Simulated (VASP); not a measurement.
Write the native input for VASP 6.6.1 that does the following.

```yaml
Task: single point
Functional: PBEsol
Potentials_or_basis: VASP PAW PBE potentials, release 64 (La, Si, Ru_pv)
Cutoff: 520 eV
k_mesh: 5 × 5 × 7
Occupations: gaussian, width 0.1 eV
Spin: no spin polarisation
Dipole_correction: no
Further_INCAR_settings: ALGO = Normal; EDIFF = 1e-06; NBANDS = 40
```

The structure of LaSi2Ru3 lies in POSCAR:

```
LaSi2Ru3
1.0
    5.7992680000      0.0000000000      0.0000000000
   -2.8996340000      5.0223140000      0.0000000000
    0.0000000000      0.0000000000      3.4922600000
La Si Ru
1 2 3
Direct
    0.0000000000      0.0000000000      0.0000000000
    0.3333333333      0.6666666667      0.0000000000
    0.6666666667      0.3333333333      0.0000000000
    0.0000000000      0.5000000000      0.5000000000
    0.5000000000      0.5000000000      0.5000000000
    0.5000000000      0.0000000000      0.5000000000
```

These files were run (other wordings do the same):

INCAR

```
SYSTEM = LaSi2Ru3
PREC = Accurate
ENCUT = 520
EDIFF = 1E-6
ISMEAR = 0
SIGMA = 0.1
LREAL = .FALSE.
LASPH = .TRUE.
NELM = 100
ALGO = Normal
ISIF = 2
LWAVE = .FALSE.
LCHARG = .FALSE.
GGA = PS
NBANDS = 40
```

KPOINTS

```
Automatic mesh
0
G
  5 5 7
  0 0 0
```

Potentials or basis: VASP PAW PBE potentials, release 64 (La, Si, Ru_pv).

Launch:

```bash
$ cat potpaw_PBE.64/La/POTCAR potpaw_PBE.64/Si/POTCAR potpaw_PBE.64/Ru_pv/POTCAR > POTCAR
$ mpirun -np 1 vasp_std > vasp.out
```

It gave:

| Property | Result |
| --- | --- |
| Pressure | -6.0 GPa |

Caveat: the PAW data sets were made with another functional, which shifts forces and pressure a little.

Wall time 100 s on 1 thread of Intel(R) Xeon(R) Platinum 8375C CPU @ 2.90GHz (Ice Lake), with other jobs on the host, peak memory 0.29 GiB.
